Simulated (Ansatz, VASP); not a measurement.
MgO: VASP beside Ansatz

INCAR

```
SYSTEM = MgO
PREC     = Accurate       ! precision mode
ENCUT    = 840            ! plane-wave cutoff, eV
EDIFF    = 1E-6           ! SCF threshold, eV
ISMEAR   = -1             ! smearing method
SIGMA    = 5E-4           ! smearing width, eV
LREAL    = .False.        ! projectors in reciprocal space
LASPH    = .True.         ! aspherical terms in the spheres
NELM     = 120            ! most SCF steps
ALGO     = Normal         ! electronic algorithm
ISIF     = 2              ! what is computed and relaxed
LWAVE    = .False.        ! write WAVECAR
LCHARG   = .False.        ! write CHGCAR
GGA      = PE             ! functional
NBANDS   = 15             ! bands
GGA_COMPAT= .False.
```

Contents of KPOINTS:

```
regular mesh
0
Gamma
  9 9 9
  0 0 0
```

Contents of POSCAR:

```
MgO
1.0
    0.0000000000      2.1130000000      2.1130000000
    2.1130000000      0.0000000000      2.1130000000
    2.1130000000      2.1130000000      0.0000000000
Mg O
1 1
Direct
    0.0000000000      0.0000000000      0.0000000000
    0.5000000000      0.5000000000      0.5000000000
```

Input for Ansatz:

```yaml
crystal:
  lattice:
    - [0.0, 2.113, 2.113]
    - [2.113, 0.0, 2.113]
    - [2.113, 2.113, 0.0]
  atoms:
    - { symbol: Mg, position: [0.0, 0.0, 0.0] }
    - { symbol: O, position: [0.5, 0.5, 0.5] }
hamiltonian:
  xc: pbe
  pseudopotentials: { kind: paw }
basis:
  ecutwfc: 420
kpoints:
  mp_grid: { grid: [9, 9, 9] }
scf:
  occupations: { method: fermi_dirac, width: 0.0005 }
  lower_state_search: "off"
  algorithm: density_mixing
  max_iter: 80
  mixing: {}
output:
  forces: true
  stress: true
```

Alike in both runs: task single point; functional PBE; k mesh 9 × 9 × 9; occupations fermi-dirac, width 0.0005 eV; no spin polarisation.

|  | VASP | Ansatz |
| --- | --- | --- |
| version | VASP 6.6.1 | Ansatz 0.2.0 |
| potentials or method | VASP PAW PBE potentials, release 64 (Mg_sv, O), cutoff 840 eV | PAW, plane waves, scalar-relativistic |
| valence electrons in the cell | 16 | 16 |

|  | VASP | Ansatz | Ansatz less VASP |
| --- | --- | --- | --- |
| pressure (GPa) | 3.1 | 3.0 | -0.08 |

The functional is the same, so the differences come from potentials, cutoffs and numerics.
